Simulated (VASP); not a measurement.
# NaCl (Pm-3m) in VASP: notebook

Aim: see how the results for NaCl move with the level of theory and the settings. Levels: r2SCAN50, HF, PBEsol, RPBE, revPBE. Tasks: single point.

Everything below comes from runs of VASP 6.6.1. Logs are shortened: lines on timing, memory, paths and dates and some standing lists are left out, and cuts for length are marked.

### 1 The cell of the first run

Symmetry: Pm-3m, No. 221, cubic system. The conventional cell has a = 3.502 Å, b = 3.502 Å, c = 3.502 Å, α = 90.00°, β = 90.00°, γ = 90.00°. Within 4.0 Å of Cl (site symmetry m-3m) lie 8 Na at 3.03 Å and 6 Cl at 3.50 Å. Na (site symmetry m-3m) has 8 Cl at 3.03 Å and 6 Na at 3.50 Å within 4.0 Å.

### 2 Single point, r2SCAN50

File POSCAR:

```
NaCl
1.0
    3.5021900000      0.0000000000      0.0000000000
    0.0000000000      3.5021900000      0.0000000000
    0.0000000000      0.0000000000      3.5021900000
Cl Na
1 1
Direct
    0.5000000000      0.5000000000      0.5000000000
    0.0000000000      0.0000000000      0.0000000000
```

File INCAR.step1:

```
SYSTEM = NaCl
  ALGO = Normal
  EDIFF = 1E-5
  ENCUT = 520
  GGA = PE
  ISIF = 2
  ISMEAR = -1
  LASPH = .TRUE.
  LCHARG = .FALSE.
  LREAL = .FALSE.
  LWAVE = .TRUE.
  NBANDS = 14
  NELM = 80
  PREC = Accurate
  SIGMA = 0.05
```

File INCAR.step2:

```
SYSTEM = NaCl
  AEXX = 0.5
  ALGO = Normal
  EDIFF = 1E-7
  ENCUT = 520
  ISIF = 2
  ISMEAR = -1
  ISTART = 1
  LASPH = .TRUE.
  LCHARG = .FALSE.
  LHFCALC = .TRUE.
  LMIXTAU = .TRUE.
  LREAL = .FALSE.
  LWAVE = .FALSE.
  METAGGA = R2SCAN
  NBANDS = 14
  NELM = 80
  PREC = Accurate
  PRECFOCK = Normal
  SIGMA = 0.05
```

File KPOINTS:

```
k-points
0
G
  4 4 4
  0 0 0
```

Potentials or basis: VASP PAW PBE potentials, release 64 (Cl, Na_pv).

The run is started by

```console
$ cat potpaw_PBE.64/Cl/POTCAR potpaw_PBE.64/Na_pv/POTCAR > POTCAR
$ cp INCAR.step1 INCAR
$ mpirun -np 1 vasp_std > vasp.out
$ cp INCAR.step2 INCAR
$ mpirun -np 1 vasp_std > vasp.out
```

OUTCAR:

```text
SYSTEM = NaCl
   AEXX = 0.5
   EDIFF = 1E-7
   ENCUT = 520
   ISIF = 2
   ISMEAR = -1
   ISTART = 1
   LASPH = .TRUE.
   LHFCALC = .TRUE.
   LREAL = .FALSE.
   METAGGA = R2SCAN
   NELM = 80
   PREC = Accurate
   PRECFOCK = Normal

 ion  position               nearest neighbor table
   1  0.500  0.500  0.500-
   2  0.000  0.000  0.000-

  LATTYP: Found a simple cubic cell.
 ALAT       =     3.5021900000

  Lattice vectors:

 A1 = (   3.5021900000,   0.0000000000,   0.0000000000)
 A2 = (   0.0000000000,   3.5021900000,   0.0000000000)
 A3 = (   0.0000000000,   0.0000000000,   3.5021900000)

Analysis of symmetry for initial positions (statically):
=====================================================================
 Subroutine PRICEL returns:
 Original cell was already a primitive cell.

 Routine SETGRP: Setting up the symmetry group for a
 simple cubic supercell.

 Subroutine GETGRP returns: Found 48 space group operations
 (whereof 48 operations were pure point group operations)
 out of a pool of 48 trial point group operations.

The static configuration has the point symmetry O_h .

Analysis of symmetry for dynamics (positions and initial velocities):
=====================================================================
 Subroutine PRICEL returns:
 Original cell was already a primitive cell.

 Routine SETGRP: Setting up the symmetry group for a
 simple cubic supercell.

 Subroutine GETGRP returns: Found 48 space group operations
 (whereof 48 operations were pure point group operations)
 out of a pool of 48 trial point group operations.

The dynamic configuration has the point symmetry O_h .

 Subroutine INISYM returns: Found 48 space group operations
 (whereof 48 operations are pure point group operations),
 and found     1 'primitive' translations

----------------------------------------------------------------------------------------

                                     Primitive cell

  volume of cell :      42.9555

  direct lattice vectors                    reciprocal lattice vectors
     3.502190000  0.000000000  0.000000000     0.285535622  0.000000000  0.000000000
     0.000000000  3.502190000  0.000000000     0.000000000  0.285535622  0.000000000
     0.000000000  0.000000000  3.502190000     0.000000000  0.000000000  0.285535622

  length of vectors
     3.502190000  3.502190000  3.502190000     0.285535622  0.285535622  0.285535622

  position of ions in fractional coordinates (direct lattice)
     0.500000000  0.500000000  0.500000000
     0.000000000  0.000000000  0.000000000

  ion indices of the primitive-cell ions
   primitive index   ion index
                 1           1
                 2           2

----------------------------------------------------------------------------------------

 KPOINTS: k-points

Automatic generation of k-mesh.
 Grid dimensions read from file:
 generate k-points for:    4    4    4

 Generating k-lattice:

  Cartesian coordinates                     Fractional coordinates (reciprocal lattice)
     0.071383905  0.000000000  0.000000000     0.250000000  0.000000000  0.000000000
     0.000000000  0.071383905  0.000000000     0.000000000  0.250000000  0.000000000
     0.000000000  0.000000000  0.071383905     0.000000000  0.000000000  0.250000000

  Length of vectors
     0.071383905  0.071383905  0.071383905

  Shift w.r.t. Gamma in fractional coordinates (k-lattice)
     0.000000000  0.000000000  0.000000000

 Subroutine IBZKPT returns following result:
 ===========================================

 Found     10 irreducible k-points:

 Following reciprocal coordinates:
            Coordinates               Weight
  0.000000  0.000000  0.000000      1.000000
  0.250000  0.000000  0.000000      6.000000
  0.500000  0.000000  0.000000      3.000000
  0.250000  0.250000  0.000000     12.000000
  0.500000  0.250000  0.000000     12.000000
  0.500000  0.500000  0.000000      3.000000
  0.250000  0.250000  0.250000      8.000000
  0.500000  0.250000  0.250000     12.000000
  0.500000  0.500000  0.250000      6.000000
  0.500000  0.500000  0.500000      1.000000
   k-points           NKPTS =     10   k-points in BZ     NKDIM =     64   number of bands    NBANDS=     14
   number of dos      NEDOS =    301   number of ions     NIONS =      2
   total plane-waves  NPLWV =  21952
   dimension x,y,z NGX =    28 NGY =   28 NGZ =   28
   dimension x,y,z NGXF=    56 NGYF=   56 NGZF=   56
   ions per type =               1   1
   NGX,Y,Z   is equivalent  to a cutoff of  13.29, 13.29, 13.29 a.u.
   NGXF,Y,Z  is equivalent  to a cutoff of  26.58, 26.58, 26.58 a.u.
 SYSTEM =  NaCl
   PREC   = accura    normal or accurate (medium, high low for compatibility)
   ISTART =      1    job   : 0-new  1-cont  2-samecut
   ICHARG =      0    charge: 1-file 2-atom 10-const
   ISPIN  =      1    spin polarized calculation?
   LNONCOLLINEAR =      F non collinear calculations
   LSORBIT =      F    spin-orbit coupling
   LASPH  =      T    aspherical Exc in radial PAW
   ENCUT  =  520.0 eV  38.22 Ry    6.18 a.u.   6.51  6.51  6.51*2*pi/ulx,y,z
   NELM   =     80;   NELMIN=  2; NELMDL=  0     # of ELM steps
   EDIFF  = 0.1E-06   stopping-criterion for ELM
   LREAL  =      F    real-space projection
   EDIFFG = 0.1E-05   stopping-criterion for IOM
   NSW    =      0    number of steps for IOM
   IBRION =     -1    ionic relax: 0-MD 1-quasi-New 2-CG
   NFREE  =      0    steps in history (QN), initial steepest desc. (CG)
   ISIF   =      2    stress and relaxation
   ISYM   =      3    0-nonsym 1-usesym 2-fastsym
   POTIM  = 0.5000    time-step for ionic-motion
   TEBEG  =    0.0;   TEEND  =   0.0 temperature during run
   PSTRESS=    0.0 pullay stress
   NELECT =      14.0000    total number of electrons
   NUPDOWN=      -1.0000    fix difference up-down
   EMIN   =  10.00;   EMAX   =-10.00  energy-range for DOS
   EFERMI =   0.00;   METHOD = LEGACY
   ISMEAR =    -1;   SIGMA  =   0.05  broadening in eV -4-tet -1-fermi 0-gaus
   EFERMI_NEDOS =   21; number of points for ismear=-14 and -15
   IALGO  =     38    algorithm
   IMIX   =      1    mixing-type and parameters
     AMIX     =   0.40;   BMIX     =  1.00
     AMIX_MAG =   1.60;   BMIX_MAG =  1.00
  volume/ion in A,a.u.               =      21.48       144.94
  Fermi-wavevector in a.u.,A,eV,Ry     =   1.126621  2.129005 17.269530  1.269275
  Thomas-Fermi vector in A             =   2.263304
   LORBIT       =      0    0 simple, 1 ext, 2 COOP (PROOUT), +10 PAW based schemes
   METAGGA = R2SCAN    functional components
   LHFCALC =     T    Hartree Fock is set to
   PRECFOCK=normal    Normal, Fast or Accurate (Low or Medium for compatibility)
   ENCUT4O =  -1.0   cutoff for four orbital integrals eV
   NKREDX  =     1    reduce k-point grid by
   NKREDY  =     1    reduce k-point grid by
   NKREDZ  =     1    reduce k-point grid by
   AEXX    =    0.5000 exact exchange contribution
   HFSCREEN=    0.0000 screening length (either q_TF or 0.3 A-1)
   HFSCREENC=   0.0000 screening length for correlation (either q_TF or 0.3 A-1)
   ENCUTFOCK=  -1.0 apply spherical cutoff to Coloumb kernel
   IVDW    =     0    specifies the selected vdW correction
   LEPSILON=     F    determine dielectric tensor
   LRPA    =     F    only Hartree local field effects (RPA)
 non-spin polarized calculation
  energy-cutoff  :      520.00
  volume of cell :       42.96
 maximum number of plane-waves:      1189
 NGX is ok and might be reduce to    28
  NGX = 20; NGY = 20; NGZ = 20

 number of electron      13.9999982 magnetization

 Free energy of the ion-electron system (eV)
  ---------------------------------------------------
  ext. energy  EPLUGINS =         0.00000000
  ---------------------------------------------------
  free energy    TOTEN  =       -13.18816983 eV

  energy without entropy =      -13.18816983  energy(sigma->0) =      -13.18816983

 E-fermi :  -1.1496     XC(G=0):  -5.0322

 val. band max:       -2.3567148417   @ k =   0.5000   0.5000   0.0000
 cond. band min:       5.9122570080   @ k =   0.0000   0.0000   0.0000
 fundamental gap:      8.2689718497
 Fermi energy:        -1.1496308133

 k-point     1 :       0.0000    0.0000    0.0000
  band No.  band energies     occupation
      1     -29.1135      2.00000
      2     -29.1135      2.00000
      3     -29.1135      2.00000
      4     -18.4354      2.00000
      5      -2.9412      2.00000
      6      -2.9412      2.00000
      7      -2.9412      2.00000
      8       5.9123      0.00000
      9      10.5372      0.00000
     10      10.5372      0.00000
     11      18.5933      0.00000
     12      18.5933      0.00000
     13      18.5933      0.00000
     14      18.8832      0.00000

 k-point     2 :       0.2500    0.0000    0.0000
  band No.  band energies     occupation
      1     -29.1310      2.00000
      2     -29.1118      2.00000
      3     -29.1118      2.00000
      4     -18.2351      2.00000
      5      -4.5279      2.00000
      6      -2.8051      2.00000
      7      -2.8051      2.00000
      8       7.3338      0.00000
      9      11.2853      0.00000
     10      11.5772      0.00000
     11      15.6519      0.00000
     12      15.6519      0.00000
     13      17.9042      0.00000
     14      17.9924      0.00000

 k-point     3 :       0.5000    0.0000    0.0000
  band No.  band energies     occupation
      1     -29.1485      2.00000
      2     -29.1100      2.00000
      3     -29.1100      2.00000
      4     -18.0190      2.00000
      5      -5.7529      2.00000
      6      -2.6623      2.00000
      7      -2.6623      2.00000
      8       8.9186      0.00000
      9      11.0290      0.00000
     10      12.7735      0.00000
     11      14.3150      0.00000
     12      14.3150      0.00000
     13      15.0139      0.00000
     14      20.0943      0.00000
[... 86 lines left out ...]
 k-point     9 :       0.5000    0.5000    0.2500
  band No.  band energies     occupation
      1     -29.1379      2.00000
      2     -29.1379      2.00000
      3     -29.1212      2.00000
      4     -17.5401      2.00000
      5      -4.7949      2.00000
      6      -4.7949      2.00000
      7      -3.5474      2.00000
      8       8.1010      0.00000
      9      10.5137      0.00000
     10      10.5137      0.00000
     11      14.8986      0.00000
     12      16.6904      0.00000
     13      17.7847      0.00000
     14      17.7847      0.00000

 k-point    10 :       0.5000    0.5000    0.5000
  band No.  band energies     occupation
      1     -29.1350      2.00000
      2     -29.1350      2.00000
      3     -29.1350      2.00000
      4     -17.3730      2.00000
      5      -4.5438      2.00000
      6      -4.5438      2.00000
      7      -4.5438      2.00000
      8       9.0153      0.00000
      9       9.0153      0.00000
     10       9.0153      0.00000
     11      14.4544      0.00000
     12      18.8336      0.00000
     13      18.8336      0.00000
     14      18.8336      0.00000

------------------------ aborting loop because EDIFF is reached ----------------------------------------

  FORCE on cell =-STRESS in cart. coord.  units (eV):
  Direction    XX          YY          ZZ          XY          YZ          ZX
  --------------------------------------------------------------------------------------
  -------------------------------------------------------------------------------------
  Total       -0.4166824     -0.4166824     -0.4166824     -0.0000000      0.0000000      0.0000000
  in kB      -15.5416307    -15.5416307    -15.5416307     -0.0000000      0.0000000      0.0000000
  external PRESSURE =     -15.5416307 kB  Pullay stress =       0.0000000 kB

 VOLUME and BASIS-vectors are now :
 -----------------------------------------------------------------------------
  energy-cutoff  :      520.00
  volume of cell :       42.96
      direct lattice vectors                 reciprocal lattice vectors
     3.502190000  0.000000000  0.000000000     0.285535622  0.000000000  0.000000000
     0.000000000  3.502190000  0.000000000     0.000000000  0.285535622  0.000000000
     0.000000000  0.000000000  3.502190000     0.000000000  0.000000000  0.285535622

 POSITION                                       TOTAL-FORCE (eV/Angst)
 -----------------------------------------------------------------------------------
      1.75110      1.75110      1.75110         0.000000      0.000000      0.000000
      0.00000      0.00000      0.00000         0.000000      0.000000      0.000000
 -----------------------------------------------------------------------------------
    total drift:                                0.000000      0.000000      0.000000

  FREE ENERGIE OF THE ION-ELECTRON SYSTEM (eV)
  ---------------------------------------------------
  free  energy   TOTEN  =       -13.1881698338 eV

  energy  without entropy=      -13.1881698338  energy(sigma->0) =      -13.18816983
```

Run time: 5.6 min. Hardware: 1 thread of Intel Xeon Platinum 8259CL at 2.50GHz (Skylake/Cascade Lake), shared host; peak memory 0.16 GiB.

Results:

| Quantity | Value |
| --- | --- |
| Free energy | -13.1882 eV |
| Pressure | -1.6 GPa |
| Band gap on the k mesh | 8.27 eV (least direct gap 8.85 eV) |

Caveat: the k points lie up to 0.45 Å⁻¹ apart; the PAW data sets were made with another functional, which shifts forces and pressure a little. A k mesh can miss the band edges.

### 3 Single point, HF

POSCAR is that of step 2.

File INCAR.step1:

```
SYSTEM = NaCl
PREC = Accurate
ENCUT = 520
EDIFF = 1E-5
ISMEAR = -1
SIGMA = 0.05
LREAL = .FALSE.
LASPH = .TRUE.
NELM = 60
ALGO = Normal
ISIF = 2
LWAVE = .TRUE.
NBANDS = 14
GGA = PE
```

File INCAR.step2:

```
SYSTEM = NaCl
PREC = Accurate
ENCUT = 520
EDIFF = 1E-7
ISMEAR = -1
SIGMA = 0.05
LREAL = .FALSE.
LASPH = .TRUE.
NELM = 60
ALGO = Normal
ISIF = 2
LWAVE = .FALSE.
LCHARG = .TRUE.
GGA = PE
LHFCALC = .TRUE.
AEXX = 1.0
ALDAC = 0.0
AGGAC = 0.0
PRECFOCK = Normal
LELF = .TRUE.
LVHAR = .TRUE.
NBANDS = 14
ISTART = 1
```

File KPOINTS:

```
Automatic mesh
0
G
  4 4 4
  0 0 0
```

Potentials or basis: VASP PAW PBE potentials, release 64 (Cl, Na_pv).

The run is started by

```console
$ cat potpaw_PBE.64/Cl/POTCAR potpaw_PBE.64/Na_pv/POTCAR > POTCAR
$ cp INCAR.step1 INCAR
$ mpirun -np 1 vasp_std > vasp.out
$ cp INCAR.step2 INCAR
$ mpirun -np 1 vasp_std > vasp.out
```

Wall time 4.9 min (1 thread of Intel Xeon Platinum 8259CL at 2.50GHz (Skylake/Cascade Lake), shared host); peak memory 0.15 GiB.

Results (log left out):

| Property | Result |
| --- | --- |
| Free energy | -12.0346 eV |
| Pressure | 1.5 GPa |
| Band gap on the k mesh | 12.52 eV (least direct gap 13.17 eV) |

Levels at points of the mesh, in eV from the valence-band top:
| k point | band 5 | band 6 | band 7 | band 8 | band 9 | band 10 |
| --- | --- | --- | --- | --- | --- | --- |
| (0.00, 0.00, 0.00) | -0.65 | -0.65 | -0.65 | 12.52 | 17.21 | 17.21 |
| (0.50, 0.00, 0.00) | -3.70 | -0.34 | -0.34 | 15.62 | 17.88 | 19.54 |
| (0.50, 0.50, 0.00) | -2.95 | -2.95 | 0.00 | 13.97 | 18.95 | 20.42 |
| (0.50, 0.50, 0.50) | -2.44 | -2.44 | -2.44 | 15.62 | 15.62 | 15.62 |

Caveat: the k points lie up to 0.45 Å⁻¹ apart; the PAW data sets were made with another functional, which shifts forces and pressure a little.

### 4 Single point, PBEsol

This run uses another cell than the first one, of 20.48 Å³/atom.

File INCAR:

```
  PREC = Accurate
  ENCUT = 520
  EDIFF = 1E-6
  ISMEAR = -1
  SIGMA = 0.05
  LREAL = False
  LASPH = True
  NELM = 100
  ALGO = Normal
  ISIF = 2
  LWAVE = False
  LCHARG = False
  GGA = PS
  NBANDS = 14
```

File KPOINTS:

```
regular mesh
0
Gamma
  8 8 8
```

File POSCAR:

```
NaCl
1.0
    3.4468944464      0.0000000000      0.0000000000
    0.0000000000      3.4468944464      0.0000000000
    0.0000000000      0.0000000000      3.4468944464
Cl Na
1 1
Direct
    0.5000000000      0.5000000000      0.5000000000
    0.0000000000      0.0000000000      0.0000000000
```

The run is started by

```console
$ cat potpaw_PBE.64/Cl/POTCAR potpaw_PBE.64/Na_pv/POTCAR > POTCAR
$ mpirun -np 1 vasp_std > vasp.out
```

It took 27 s on 1 thread of AMD EPYC 7R13, shared host; peak memory 0.12 GiB.

The run converged. Its results:

| Property | Result |
| --- | --- |
| Free energy | -6.7305 eV |
| Pressure | 0.0 GPa |
| Band gap on the k mesh | 3.99 eV (least direct gap 4.53 eV) |

Levels at points of the mesh, in eV from the valence-band top:
```
           k point  band 3  band 4  band 5  band 6  band 7  band 8  band 9  band 10  band 11  band 12
(0.00, 0.00, 0.00)  -21.84  -13.54   -0.54   -0.54   -0.54    3.99    8.35     8.35    16.03    16.05
(0.50, 0.00, 0.00)  -21.84  -13.13   -3.22   -0.29   -0.29    6.89    8.81    10.36    11.88    11.88
(0.50, 0.50, 0.00)  -21.83  -12.83   -2.48   -2.48    0.00    5.41    9.83    11.18    11.18    12.60
(0.50, 0.50, 0.50)  -21.87  -12.51   -2.03   -2.03   -2.03    6.96    6.96     6.96    12.03    16.19
```

Caveat: the PAW data sets were made with another functional, which shifts forces and pressure a little. A k mesh can miss the band edges.

(Continued in part 2 of 2.)
